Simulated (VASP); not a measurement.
# Sb (I4/mmm) in VASP: relaxation of cell and atoms with PBEsol

Aim: the relaxation of cell and atoms of Sb with PBEsol.

Program: VASP 6.6.1. These are calculated values, not measurements. Logs are shortened: lines on timing, memory, paths and dates and some standing lists are left out, and cuts for length are marked.

## Step 1: The cell of the first run

It takes space group I4/mmm (No. 139, tetragonal). The conventional cell has a = 3.446 Å, b = 3.446 Å, c = 5.242 Å, α = 90.00°, β = 90.00°, γ = 90.00°. Sb (site symmetry 4/mmm) has 12 Sb at 3.45 to 3.58 Å within 4.5 Å.

## Step 2: Relaxation of cell and atoms, PBEsol

Input file INCAR:

```
SYSTEM = Sb
  PREC = Accurate
  ENCUT = 500
  EDIFF = 1E-7
  ISMEAR = 0
  SIGMA = 0.1
  LREAL = .False.
  LASPH = .True.
  NELM = 120
  ALGO = Normal
  ISIF = 3
  LWAVE = .False.
  LCHARG = .False.
  GGA = PS
  IBRION = 2
  NSW = 90
  EDIFFG = -0.04
  GGA_COMPAT = .False.
  NELMIN = 4
```

Input file KPOINTS:

```
regular mesh
0
Gamma
  8 8 8
  0 0 0
```

Input file POSCAR:

```
Sb
1.0
   -1.7227677635      1.7227677635      2.6209398324
    1.7227677635     -1.7227677635      2.6209398324
    1.7227677635      1.7227677635     -2.6209398324
Sb
1
Direct
    0.0000000000      0.0000000000      0.0000000000
```

Potentials or basis: VASP PAW PBE potentials, release 64 (Sb_d_GW).

Run with:

```bash
cat potpaw_PBE.64/Sb_d_GW/POTCAR > POTCAR
mpirun -np 1 vasp_std > vasp.out
```

OUTCAR:

```text
SYSTEM = Sb
   PREC = Accurate
   ENCUT = 500
   EDIFF = 1E-7
   ISMEAR = 0
   LREAL = .False.
   LASPH = .True.
   NELM = 120
   ISIF = 3
   GGA = PS
   IBRION = 2
   NSW = 90
   EDIFFG = -0.04
   NELMIN = 4

 ion  position               nearest neighbor table
   1  0.000  0.000  0.000-

  LATTYP: Found a body centered tetragonal cell.
 ALAT       =     3.4455355270
 C/A-ratio  =     1.5213541186

  Lattice vectors:

 A1 = (  -1.7227677635,   1.7227677635,   2.6209398324)
 A2 = (   1.7227677635,  -1.7227677635,   2.6209398324)
 A3 = (   1.7227677635,   1.7227677635,  -2.6209398324)

Analysis of symmetry for initial positions (statically):
=====================================================================
 Subroutine PRICEL returns:
 Original cell was already a primitive cell.

 Routine SETGRP: Setting up the symmetry group for a
 body centered tetragonal supercell.

 Subroutine GETGRP returns: Found 16 space group operations
 (whereof 16 operations were pure point group operations)
 out of a pool of 16 trial point group operations.

The static configuration has the point symmetry D_4h.

Analysis of symmetry for dynamics (positions and initial velocities):
=====================================================================
 Subroutine PRICEL returns:
 Original cell was already a primitive cell.

 Routine SETGRP: Setting up the symmetry group for a
 body centered tetragonal supercell.

 Subroutine GETGRP returns: Found 16 space group operations
 (whereof 16 operations were pure point group operations)
 out of a pool of 16 trial point group operations.

The dynamic configuration has the point symmetry D_4h.

 Subroutine INISYM returns: Found 16 space group operations
 (whereof 16 operations are pure point group operations),
 and found     1 'primitive' translations

----------------------------------------------------------------------------------------

                                     Primitive cell

  volume of cell :      31.1151

  direct lattice vectors                    reciprocal lattice vectors
    -1.722767764  1.722767764  2.620939832     0.000000000  0.290230645  0.190771262
     1.722767764 -1.722767764  2.620939832     0.290230645  0.000000000  0.190771262
     1.722767764  1.722767764 -2.620939832     0.290230645  0.290230645  0.000000000

  length of vectors
     3.578433056  3.578433056  3.578433056     0.347314702  0.347314702  0.410448115

  position of ions in fractional coordinates (direct lattice)
     0.000000000  0.000000000  0.000000000

  ion indices of the primitive-cell ions
   primitive index   ion index
                 1           1

----------------------------------------------------------------------------------------

 KPOINTS: regular mesh

Automatic generation of k-mesh.
 Grid dimensions read from file:
 generate k-points for:    8    8    8

 Generating k-lattice:

  Cartesian coordinates                     Fractional coordinates (reciprocal lattice)
     0.000000000  0.036278831  0.023846408     0.125000000  0.000000000 -0.000000000
     0.036278831  0.000000000  0.023846408     0.000000000  0.125000000 -0.000000000
     0.036278831  0.036278831  0.000000000     0.000000000  0.000000000  0.125000000

  Length of vectors
     0.043414338  0.043414338  0.051306014

  Shift w.r.t. Gamma in fractional coordinates (k-lattice)
     0.000000000  0.000000000  0.000000000

 Subroutine IBZKPT returns following result:
 ===========================================

 Found     59 irreducible k-points:

 Following reciprocal coordinates:
            Coordinates               Weight
  0.000000  0.000000  0.000000      1.000000
  0.125000  0.000000  0.000000      8.000000
  0.250000  0.000000  0.000000      8.000000
  0.375000  0.000000  0.000000      8.000000
  0.500000  0.000000  0.000000      4.000000
  0.125000  0.125000  0.000000      8.000000
[... 16 lines left out ...]
  0.250000  0.125000  0.125000     16.000000
  0.375000  0.125000  0.125000      8.000000
 [... further k-points ...]
   k-points           NKPTS =     59   k-points in BZ     NKDIM =     59   number of bands    NBANDS=     11
   number of dos      NEDOS =    301   number of ions     NIONS =      1
   total plane-waves  NPLWV =  21952
   dimension x,y,z NGX =    28 NGY =   28 NGZ =   28
   dimension x,y,z NGXF=    56 NGYF=   56 NGZF=   56
   ions per type =               1
   NGX,Y,Z   is equivalent  to a cutoff of  13.01, 13.01, 13.01 a.u.
   NGXF,Y,Z  is equivalent  to a cutoff of  26.02, 26.02, 26.02 a.u.
 SYSTEM =  Sb
   PREC   = accura    normal or accurate (medium, high low for compatibility)
   ISTART =      0    job   : 0-new  1-cont  2-samecut
   ICHARG =      2    charge: 1-file 2-atom 10-const
   ISPIN  =      1    spin polarized calculation?
   LNONCOLLINEAR =      F non collinear calculations
   LSORBIT =      F    spin-orbit coupling
   LASPH  =      T    aspherical Exc in radial PAW
   ENCUT  =  500.0 eV  36.75 Ry    6.06 a.u.   6.52  6.52  6.52*2*pi/ulx,y,z
   NELM   =    120;   NELMIN=  4; NELMDL= -5     # of ELM steps
   EDIFF  = 0.1E-06   stopping-criterion for ELM
   LREAL  =      F    real-space projection
   EDIFFG = -.4E-01   stopping-criterion for IOM
   NSW    =     90    number of steps for IOM
   IBRION =      2    ionic relax: 0-MD 1-quasi-New 2-CG
   NFREE  =      1    steps in history (QN), initial steepest desc. (CG)
   ISIF   =      3    stress and relaxation
   ISYM   =      2    0-nonsym 1-usesym 2-fastsym
   POTIM  = 0.5000    time-step for ionic-motion
   TEBEG  =    0.0;   TEEND  =   0.0 temperature during run
   PSTRESS=    0.0 pullay stress
   NELECT =      15.0000    total number of electrons
   NUPDOWN=      -1.0000    fix difference up-down
   EMIN   =  10.00;   EMAX   =-10.00  energy-range for DOS
   EFERMI =   0.00;   METHOD = LEGACY
   ISMEAR =     0;   SIGMA  =   0.10  broadening in eV -4-tet -1-fermi 0-gaus
   EFERMI_NEDOS =   21; number of points for ismear=-14 and -15
   IALGO  =     38    algorithm
   IMIX   =      4    mixing-type and parameters
     AMIX     =   0.40;   BMIX     =  1.00
     AMIX_MAG =   1.60;   BMIX_MAG =  1.00
  volume/ion in A,a.u.               =      31.12       209.97
  Fermi-wavevector in a.u.,A,eV,Ry     =   1.283655  2.425757 22.419284  1.647771
  Thomas-Fermi vector in A             =   2.415895
   LORBIT       =      0    0 simple, 1 ext, 2 COOP (PROOUT), +10 PAW based schemes
   GGA     = PS    functional components
   LHFCALC =     F    Hartree Fock is set to
   AEXX    =    0.0000 exact exchange contribution
   IVDW    =     0    specifies the selected vdW correction
   LEPSILON=     F    determine dielectric tensor
   LRPA    =     F    only Hartree local field effects (RPA)
 conjugate gradient relaxation of ions
 non-spin polarized calculation
 Gauss-broadening in eV      SIGMA  =   0.10
  energy-cutoff  :      500.00
  volume of cell :       31.12
 maximum number of plane-waves:       807
 NGX is ok and might be reduce to    28
   NGX = 13   NGY = 13   NGZ = 13

--------------------------------------- Ionic step        1  -------------------------------------------

 number of electron      15.0000002 magnetization

 Free energy of the ion-electron system (eV)
  ---------------------------------------------------
  ext. energy  EPLUGINS =         0.00000000
  ---------------------------------------------------
  free energy    TOTEN  =        -4.17621568 eV

  energy without entropy =       -4.17341271  energy(sigma->0) =       -4.17481420

 E-fermi :   4.6705     XC(G=0): -10.1025

 val. band max:        4.6137331631   @ k =   0.3750   0.1250   0.1250
 cond. band min:       4.6952395126   @ k =  -0.2500  -0.2500   0.2500
 fundamental gap:      0.0815063495
 Fermi energy:         4.6704991065

 k-point     1 :       0.0000    0.0000    0.0000
  band No.  band energies     occupation
      1     -24.4313      2.00000
      2     -24.4229      2.00000
      3     -24.4229      2.00000
      4     -24.4197      2.00000
      5     -24.3917      2.00000
      6      -7.1514      2.00000
      7       9.0021      0.00000
      8       9.0893      0.00000
      9       9.0893      0.00000
     10      14.4129      0.00000
     11      14.8433      0.00000
[... 309 lines left out ...]
 k-point    24 :       0.3750    0.1250    0.1250
  band No.  band energies     occupation
      1     -24.4220      2.00000
      2     -24.4187      2.00000
      3     -24.4053      2.00000
      4     -24.3951      2.00000
      5     -24.3720      2.00000
      6      -3.5295      2.00000
      7       0.5572      2.00000
      8       4.6137      1.57790
      9       6.1097      0.00000
     10      11.4545      0.00000
     11      12.7597      0.00000

 [... further k-points ...]
[... 5 lines left out ...]
  --------------------------------------------------------------------------------------
  -------------------------------------------------------------------------------------
  Total       -1.5899939     -1.5899939     -1.4997098      0.0000000     -0.0000000      0.0000000
  in kB      -81.8720246    -81.8720246    -77.2231134      0.0000000     -0.0000000      0.0000000
  external PRESSURE =     -80.3223875 kB  Pullay stress =       0.0000000 kB
[... 86 lines left out ...]
  FREE ENERGIE OF THE ION-ELECTRON SYSTEM (eV)
  ---------------------------------------------------
  free  energy   TOTEN  =        -4.3166353545 eV

  energy  without entropy=       -4.3129764430  energy(sigma->0) =       -4.31480590

[... ionic steps 4 to 8 ...]

--------------------------------------- Ionic step        9  -------------------------------------------

 number of electron      15.0000005 magnetization

------------------------ aborting loop because EDIFF is reached ----------------------------------------
[... 65 lines left out ...]
--------------------------------------- Ionic step       11  -------------------------------------------

 number of electron      15.0000005 magnetization

 Free energy of the ion-electron system (eV)
  ---------------------------------------------------
  ext. energy  EPLUGINS =         0.00000000
  ---------------------------------------------------
  free energy    TOTEN  =        -4.32740169 eV

  energy without entropy =       -4.32070040  energy(sigma->0) =       -4.32405104

 E-fermi :   6.5269     XC(G=0): -10.8097

 val. band max:        6.5239965178   @ k =   0.3750   0.3750   0.0000
 cond. band min:       6.5300974818   @ k =  -0.1250  -0.3750   0.1250
 fundamental gap:      0.0061009639
 Fermi energy:         6.5268772522

 k-point     1 :       0.0000    0.0000    0.0000
  band No.  band energies     occupation
      1     -22.9857      2.00000
      2     -22.9127      2.00000
      3     -22.8597      2.00000
      4     -22.8597      2.00000
      5     -22.8131      2.00000
      6      -6.7452      2.00000
      7      10.5595      0.00000
      8      11.8947      0.00000
      9      11.8947      0.00000
     10      16.2830      0.00000
     11      17.1091      0.00000
[... 309 lines left out ...]
 k-point    24 :       0.3750    0.1250    0.1250
  band No.  band energies     occupation
      1     -22.8943      2.00000
      2     -22.8869      2.00000
      3     -22.8610      2.00000
      4     -22.8557      2.00000
      5     -22.7821      2.00000
      6      -1.8771      2.00000
      7       1.3883      2.00000
      8       7.1326      0.00000
      9       7.7381      0.00000
     10      12.4045      0.00000
     11      12.8821      0.00000

 [... further k-points ...]
[... 5 lines left out ...]
  --------------------------------------------------------------------------------------
  -------------------------------------------------------------------------------------
  Total       -0.0348570     -0.0348570     -0.0284509      0.0000000     -0.0000000      0.0000000
  in kB       -2.0951410     -2.0951410     -1.7100901      0.0000000     -0.0000000      0.0000000
  external PRESSURE =      -1.9667907 kB  Pullay stress =       0.0000000 kB
[... 16 lines left out ...]
  FREE ENERGIE OF THE ION-ELECTRON SYSTEM (eV)
  ---------------------------------------------------
  free  energy   TOTEN  =        -4.3274016922 eV

  energy  without entropy=       -4.3207003956  energy(sigma->0) =       -4.32405104

 reached required accuracy - stopping structural energy minimisation
```

It took 3.5 min on 1 thread of Intel Xeon Platinum 8375C at 2.90GHz (Ice Lake), shared host; peak memory 0.2 GiB.

Results:

```
Free energy                           : -4.3274 eV
Relaxed volume                        : 26.66 Å³/atom
Relaxed cell                          : a = 3.542 Å, b = 3.542 Å, c = 3.542 Å, α = 128.23°, β = 128.23°, γ = 76.25°
Space group after relaxing (to 0.1 Å) : I4/mmm (No. 139)
Energy gained by relaxing             : 151.2 meV/atom
Ionic steps                           : 11
Pressure after relaxing               : -0.2 GPa
Band gap on the k mesh                : zero (an odd number of electrons rules out a gap without spin polarisation)
```

The path:
| step | energy change (eV) | largest force (eV/Å) | pressure (GPa) | volume (Å³) |
| --- | --- | --- | --- | --- |
| 1 | 0.0000 | 0.0000 | -8.03 | 31.12 |
| 2 | -0.1142 | 0.0000 | 5.25 | 24.61 |
| 3 | -0.1404 | 0.0000 | 0.06 | 26.30 |
| 4 | -0.1404 | 0.0000 | -0.31 | 26.39 |
| 5 | -0.1410 | 0.0000 | -0.24 | 26.38 |
| 6 | -0.1435 | 0.0000 | -0.32 | 26.35 |
| 7 | -0.1482 | 0.0000 | 0.05 | 26.27 |
| 8 | -0.1500 | 0.0000 | 0.99 | 26.04 |
| 9 | -0.1505 | 0.0000 | 0.82 | 26.13 |
| 10 | -0.1511 | 0.0000 | 0.50 | 26.30 |
| 11 | -0.1512 | 0.0000 | -0.20 | 26.66 |

Final structure:
```
Sb
1.0
    -1.54645    1.54645    2.78648
     1.54645   -1.54645    2.78648
     1.54645    1.54645   -2.78648
Sb
1
Direct
  0.00000 0.00000 0.00000
```

Levels at points of the mesh, in eV from the Fermi level:
```
           k point  band 4  band 5  band 6  band 7  band 8  band 9  band 10  band 11
(0.00, 0.00, 0.00)  -29.39  -29.34  -13.27    4.03    5.37    5.37     9.76    10.58
(0.50, 0.00, 0.00)  -29.35  -29.32   -9.34   -6.09    1.18    5.55     5.71    10.53
(0.50, 0.50, 0.00)  -29.34  -29.27   -6.59   -4.53   -1.52    0.54     3.15     4.27
(0.50, 0.50, 0.50)  -29.34  -29.33   -9.92   -6.04    2.37    2.37     6.21     6.55
```

Caveat: the PAW data sets were made with another functional, which shifts forces and pressure a little; spin-orbit coupling is left out, which moves the levels of the heavy elements; an odd number of electrons without spin polarisation forces a metal; a magnetic or distorted state may lie lower.
